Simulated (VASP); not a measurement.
Write the native input for VASP 6.6.1 that does the following.

| Quantity | Value |
| --- | --- |
| Task | single point |
| Functional | r2SCAN |
| Dispersion | D3(BJ) |
| Potentials or basis | VASP PAW PBE potentials, release 64 (Hg, Te) |
| Cutoff | 520 eV |
| k mesh | 8 × 8 × 8 |
| Occupations | fermi-dirac, width 0.05 eV |
| Spin | no spin polarisation |
| Dipole correction | no |
| Further INCAR settings | ALGO = Normal; EDIFF = 1e-06; NBANDS = 16 |

HgTe:

```
Hg Te
1.0
    -2.96212    2.96212    1.51666
     2.96212   -2.96212    1.51666
     2.96212    2.96212   -1.51666
Hg Te
1 1
Direct
  0.25000 0.75000 0.50000
  0.00000 0.00000 0.00000
```

One way to write it, as run:

POSCAR

```
HgTe
1.0
   -2.9621194469      2.9621194469      1.5166647415
    2.9621194469     -2.9621194469      1.5166647415
    2.9621194469      2.9621194469     -1.5166647415
Hg Te
1 1
Direct
    0.2500000000      0.7500000000      0.5000000000
    0.0000000000      0.0000000000      0.0000000000
```

INCAR.step1

```
SYSTEM = HgTe
  ALGO = Normal
  EDIFF = 1E-4
  ENCUT = 520
  GGA = PE
  ISMEAR = -1
  LASPH = .True.
  LCHARG = .False.
  LREAL = .False.
  LWAVE = .True.
  NBANDS = 16
  NELM = 80
  PREC = Accurate
  SIGMA = 0.05
```

INCAR.step2

```
SYSTEM = HgTe
  ALGO = Normal
  EDIFF = 1E-6
  ENCUT = 520
  ISIF = 2
  ISMEAR = -1
  ISTART = 1
  IVDW = 12
  LASPH = .True.
  LCHARG = .True.
  LELF = .True.
  LMIXTAU = .True.
  LREAL = .False.
  LVHAR = .True.
  LWAVE = .False.
  METAGGA = R2SCAN
  NBANDS = 16
  NELM = 80
  PREC = Accurate
  SIGMA = 0.05
  VDW_A1 = 0.49484001
  VDW_A2 = 5.73083694
  VDW_S6 = 1.0
  VDW_S8 = 0.78981345
```

KPOINTS

```
k-points
0
Gamma
  8 8 8
  0 0 0
```

Potentials or basis: VASP PAW PBE potentials, release 64 (Hg, Te).

The run is started by

```console
$ cat potpaw_PBE.64/Hg/POTCAR potpaw_PBE.64/Te/POTCAR > POTCAR
$ cp INCAR.step1 INCAR
$ mpirun -np 1 vasp_std > vasp.out
$ cp INCAR.step2 INCAR
$ mpirun -np 1 vasp_std > vasp.out
```

It gave:

The pressure is 1.7 GPa. The band gap on the k mesh is zero (band 9 reaches 7.09 eV, above the bottom of band 10 at 3.58 eV) and the dispersion energy per atom is -0.220 eV.

Caveat: three body term missing; the PAW data sets were made with another functional, which shifts forces and pressure a little; spin-orbit coupling is left out, which moves the levels of the heavy elements; pairwise dispersion overbinds metals, which lowers pressure and volume.

Wall time 3 min on 1 thread of Intel(R) Xeon(R) Platinum 8259CL CPU @ 2.50GHz (Skylake/Cascade Lake), with other jobs on the host, peak memory 0.25 GiB.
